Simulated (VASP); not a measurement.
Cd2TeSe5, 8 atoms in the cell. Symmetry: P-3m1, No. 164, trigonal system. The conventional cell has a = 4.379 Å, b = 4.379 Å, c = 13.633 Å, α = 90.00°, β = 90.00°, γ = 120.00°. Within 3.7 Å of Cd (site symmetry 3m) lie 7 Se at 2.69 to 3.67 Å. Te (site symmetry -3m) has 6 Se at 2.92 Å within 3.8 Å. Se (site symmetry 3m) has 3 Cd at 2.81 Å and 6 Se at 2.91 to 3.84 Å within 3.9 Å. Within 3.6 Å of Se (site symmetry 3m) lie 1 Cd at 2.69 Å and 3 Te at 2.92 Å. Se (site symmetry -3m) has 6 Se at 2.91 Å and 6 Cd at 3.67 Å within 3.8 Å. 

| Quantity | Value |
| --- | --- |
| Program | VASP 6.6.1 |
| Task | single point |
| Functional | PBE |
| Potentials or basis | VASP PAW PBE potentials, release 64 (Cd, Te, Se) |
| Cutoff | 500 eV |
| k mesh | 3 × 3 × 1 |
| Occupations | gaussian, width 0.15 eV |
| Spin | no spin polarisation |
| Dipole correction | no |
| Further INCAR settings | ALGO = Normal; EDIFF = 1e-06; NBANDS = 40 |

Potentials or basis: VASP PAW PBE potentials, release 64 (Cd, Te, Se).

The run is started by

```sh
$ cat potpaw_PBE.64/Cd/POTCAR potpaw_PBE.64/Te/POTCAR potpaw_PBE.64/Se/POTCAR > POTCAR
$ mpirun -np 1 vasp_std > vasp.out
```

Hardware: 1 thread of Intel(R) Xeon(R) Platinum 8488C (Sapphire Rapids), with other jobs on the host.

Problem. Estimate the wall time of this run.

Solution. It took 32 s on 1 thread of Intel(R) Xeon(R) Platinum 8488C (Sapphire Rapids), on a shared host, peak memory 0.31 GiB. Counts: scf iterations 17, k points 3.
